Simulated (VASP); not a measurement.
Here is a VASP 6.6.1 calculation.

File POSCAR:

```
InAs
1.0
    0.0000000000      2.9575336250      2.9575336250
    2.9575336250      0.0000000000      2.9575336250
    2.9575336250      2.9575336250      0.0000000000
In As
1 1
Direct
    0.0000000000      0.0000000000      0.0000000000
    0.7500000000      0.7500000000      0.7500000000
```

The input INCAR.step1:

```
SYSTEM = InAs
PREC     = Accurate       ! precision mode
ENCUT    = 520            ! plane-wave cutoff, eV
ISMEAR   = -1             ! smearing method
SIGMA    = 0.1            ! smearing width, eV
LREAL    = .FALSE.        ! projectors in reciprocal space
LASPH    = .TRUE.         ! aspherical terms in the spheres
NELM     = 60             ! most SCF steps
NBANDS   = 16             ! bands
GGA      = PE             ! functional
ALGO     = Normal         ! electronic algorithm
EDIFF    = 1E-4           ! SCF threshold, eV
LWAVE    = .TRUE.         ! write WAVECAR
LCHARG   = .FALSE.        ! write CHGCAR
```

The input INCAR.step2:

```
SYSTEM = InAs
PREC     = Accurate       ! precision mode
ENCUT    = 520            ! plane-wave cutoff, eV
EDIFF    = 1E-6           ! SCF threshold, eV
ISMEAR   = -1             ! smearing method
SIGMA    = 0.1            ! smearing width, eV
LREAL    = .FALSE.        ! projectors in reciprocal space
LASPH    = .TRUE.         ! aspherical terms in the spheres
NELM     = 60             ! most SCF steps
ALGO     = Normal         ! electronic algorithm
ISIF     = 2              ! what is computed and relaxed
LWAVE    = .FALSE.        ! write WAVECAR
LCHARG   = .TRUE.         ! write CHGCAR
METAGGA  = R2SCAN         ! meta-GGA
LMIXTAU  = .TRUE.       
LELF     = .TRUE.         ! ELF
LVHAR    = .TRUE.       
NBANDS   = 16             ! bands
ISTART   = 1
```

The input KPOINTS:

```
regular mesh
0
G
  14 14 14
  0 0 0
```

Potentials or basis: VASP PAW PBE potentials, release 64 (In_d, As).

The run is started by

```console
$ cat potpaw_PBE.64/In_d/POTCAR potpaw_PBE.64/As/POTCAR > POTCAR
$ cp INCAR.step1 INCAR
$ mpirun -np 1 vasp_std > vasp.out
$ cp INCAR.step2 INCAR
$ mpirun -np 1 vasp_std > vasp.out
```

(1) Predict the band gap on the k mesh.

(2) Estimate the pressure.

Answers

(1) 0.62 eV.

(2) 7.0 GPa.

Caveat: the cell stands under pressure; semilocal functionals underestimate gaps, and a narrow one can read as zero; the PAW data sets were made with another functional, which shifts forces and pressure a little; spin-orbit coupling is left out, which moves the levels of the heavy elements.
